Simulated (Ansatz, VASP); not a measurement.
**One calculation of RbCl, two programs**

POSCAR

```
RbCl
1.0
    0.0000000000      3.2383283215      3.2383283215
    3.2383283215      0.0000000000      3.2383283215
    3.2383283215      3.2383283215      0.0000000000
Rb Cl
1 1
Direct
    0.0000000000      0.0000000000      0.0000000000
    0.5000000000      0.5000000000      0.5000000000
```

Contents of INCAR.step1:

```
SYSTEM = RbCl
  PREC = Accurate
  ENCUT = 550
  ISMEAR = 0
  SIGMA = 0.01
  LREAL = .FALSE.
  LASPH = .TRUE.
  NELM = 120
  NBANDS = 15
  GGA = PE
  ALGO = Normal
  EDIFF = 1E-5
  LWAVE = .TRUE.
  LCHARG = .FALSE.
  GGA_COMPAT = .FALSE.
```

INCAR.step2

```
SYSTEM = RbCl
  PREC = Accurate
  ENCUT = 550
  EDIFF = 1E-6
  ISMEAR = 0
  SIGMA = 0.01
  LREAL = .FALSE.
  LASPH = .TRUE.
  NELM = 120
  ALGO = Normal
  ISIF = 2
  LWAVE = .FALSE.
  LCHARG = .TRUE.
  METAGGA = R2SCAN
  LMIXTAU = .TRUE.
  LELF = .TRUE.
  LVHAR = .TRUE.
  NBANDS = 15
  ISTART = 1
  GGA_COMPAT = .FALSE.
```

KPOINTS

```
regular mesh
0
G
  6 6 6
  0 0 0
```

Input for Ansatz:

```yaml
crystal:
  lattice:
    - [0.0, 3.2383283215, 3.2383283215]
    - [3.2383283215, 0.0, 3.2383283215]
    - [3.2383283215, 3.2383283215, 0.0]
  atoms:
    - { symbol: Rb, position: [0.0, 0.0, 0.0] }
    - { symbol: Cl, position: [0.5, 0.5, 0.5] }
kpoints:
  mp_grid: { grid: [6, 6, 6] }
hamiltonian:
  xc: r2scan
scf:
  occupations: { method: fixed }
  n_extra_bands: 4
output:
  forces: true
  stress: true
  eigenvalues: true
```

Alike in both runs: task single point; functional r2SCAN; k mesh 6 × 6 × 6; no spin polarisation.

```csv
,VASP,Ansatz
version,VASP 6.6.1,Ansatz 0.2.0
potentials or method,"VASP PAW PBE potentials, release 64 (Rb_sv, Cl)","plane waves, PAW"
plane-wave cutoff (eV),550,500
occupations,"gaussian, width 0.01 eV",fixed
valence electrons in the cell,16,16
```

```csv
,VASP,Ansatz,Ansatz less VASP
gap on the k mesh at the Fermi level (eV),5.76,5.76,0.000
pressure (GPa),1.3,1.2,-0.02
```

VASP's potentials were made for PBE, not for r2SCAN.
